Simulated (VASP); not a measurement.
Write the native input for VASP 6.6.1 that does the following.

```yaml
Task: single point
Functional: PBE
Potentials_or_basis: VASP PAW PBE potentials, release 64 (Mg, H)
Cutoff: 520 eV
k_mesh: 10 × 10 × 10
Occupations: gaussian, width 0.1 eV
Spin: no spin polarisation
Dipole_correction: no
Further_INCAR_settings: ALGO = Normal; EDIFF = 1e-07; NBANDS = 12
```

The structure of Mg3H2 lies in POSCAR:

```
Mg3H2
1.0
    4.3340415535      0.0000000000      0.0000000000
    0.0000000000      4.3340415535      0.0000000000
    0.0000000000      0.0000000000      4.3340415535
Mg H
3 2
Direct
    0.0000000000      0.5000000000      0.5000000000
    0.5000000000      0.0000000000      0.5000000000
    0.5000000000      0.5000000000      0.0000000000
    0.0000000000      0.0000000000      0.0000000000
    0.5000000000      0.5000000000      0.5000000000
```

One way to write it, as run:

INCAR

```
SYSTEM = Mg3H2
PREC = Accurate
ENCUT = 520
EDIFF = 1E-7
ISMEAR = 0
SIGMA = 0.1
LREAL = .FALSE.
LASPH = .TRUE.
NELM = 100
ALGO = Normal
ISIF = 2
LWAVE = .FALSE.
LCHARG = .FALSE.
GGA = PE
NBANDS = 12
```

KPOINTS

```
regular mesh
0
G
  10 10 10
  0 0 0
```

Potentials or basis: VASP PAW PBE potentials, release 64 (Mg, H).

Run with:

```sh
$ cat potpaw_PBE.64/Mg/POTCAR potpaw_PBE.64/H/POTCAR > POTCAR
$ mpirun -np 1 vasp_std > vasp.out
```

It gave:

```
Pressure               : -0.1 GPa
Band gap on the k mesh : zero (band 4 reaches 3.12 eV, above the bottom of band 5 at 0.75 eV)
```

It took 110 s on 1 thread of AMD EPYC 7571, with other jobs on the host, peak memory 0.17 GiB.
